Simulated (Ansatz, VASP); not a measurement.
## One calculation of Tl2CuO4, two programs

The input INCAR:

```
SYSTEM = Tl2CuO4
PREC = Accurate
ENCUT = 520
EDIFF = 1E-7
ISMEAR = -1
SIGMA = 0.05
LREAL = .False.
LASPH = .True.
NELM = 80
ALGO = Normal
ISIF = 2
LWAVE = .False.
LCHARG = .False.
GGA = PE
NBANDS = 40
```

File KPOINTS:

```
regular mesh
0
Gamma
  10 10 10
  0 0 0
```

File POSCAR:

```
Tl2CuO4
1.0
   -2.0054835977      2.0054835977      6.0502693112
    2.0054835977     -2.0054835977      6.0502693112
    2.0054835977      2.0054835977     -6.0502693112
Tl Cu O
2 1 4
Direct
    0.3493790000      0.3493790000      0.0000000000
    0.6506210000      0.6506210000      0.0000000000
    0.0000000000      0.0000000000      0.0000000000
    0.0000000000      0.5000000000      0.5000000000
    0.5000000000      0.0000000000      0.5000000000
    0.2500000000      0.7500000000      0.5000000000
    0.7500000000      0.2500000000      0.5000000000
```

Contents of input.yaml:

```yaml
crystal:
  lattice:
    - [-2.0054835977, 2.0054835977, 6.0502693112]
    - [2.0054835977, -2.0054835977, 6.0502693112]
    - [2.0054835977, 2.0054835977, -6.0502693112]
  atoms:
    - { symbol: Tl, position: [0.349379, 0.349379, 0.0] }
    - { symbol: Tl, position: [0.650621, 0.650621, 0.0] }
    - { symbol: Cu, position: [0.0, 0.0, 0.0] }
    - { symbol: O, position: [0.0, 0.5, 0.5] }
    - { symbol: O, position: [0.5, 0.0, 0.5] }
    - { symbol: O, position: [0.25, 0.75, 0.5] }
    - { symbol: O, position: [0.75, 0.25, 0.5] }
hamiltonian:
  xc: pbe
  pseudopotentials: { kind: paw }
kpoints:
  mp_grid: { grid: [10, 10, 10] }
scf:
  occupations: { method: fermi_dirac, width: 0.05 }
output:
  forces: true
  stress: true
  eigenvalues: true
```

Alike in both runs: task single point; functional PBE; k mesh 10 × 10 × 10; occupations fermi-dirac, width 0.05 eV; no spin polarisation.

|  | VASP | Ansatz |
| --- | --- | --- |
| version | VASP 6.6.1 | Ansatz 0.2.0 |
| potentials or method | VASP PAW PBE potentials, release 64 (Tl_d, Cu, O) | Ansatz PAW |
| plane-wave cutoff (eV) | 520 | 420 |
| valence electrons in the cell | 61 | 69 |

VASP gave:

```
gap on the k mesh at the Fermi level (eV)                     : none
pressure (GPa)                                                : -6.1
traceless stress, the component that is largest in VASP (GPa) : 2.24
rms of the force components (eV/Å)                            : 0.098
```

Q: Which values does Ansatz return?

A: gap on the k mesh at the Fermi level (eV): none; pressure (GPa): -6.6; traceless stress, the component that is largest in VASP (GPa): 2.47; rms of the force components (eV/Å): 0.107.

Atom by atom the forces differ by 0.009 eV/Å (rms over components). A gap of «none» marks a metal or a gap that the smearing closes. VASP's potentials hold 61 valence electrons a cell and Ansatz's 69, so a difference there can come from the potentials and not from the codes.

Neither program's run includes spin-orbit coupling.
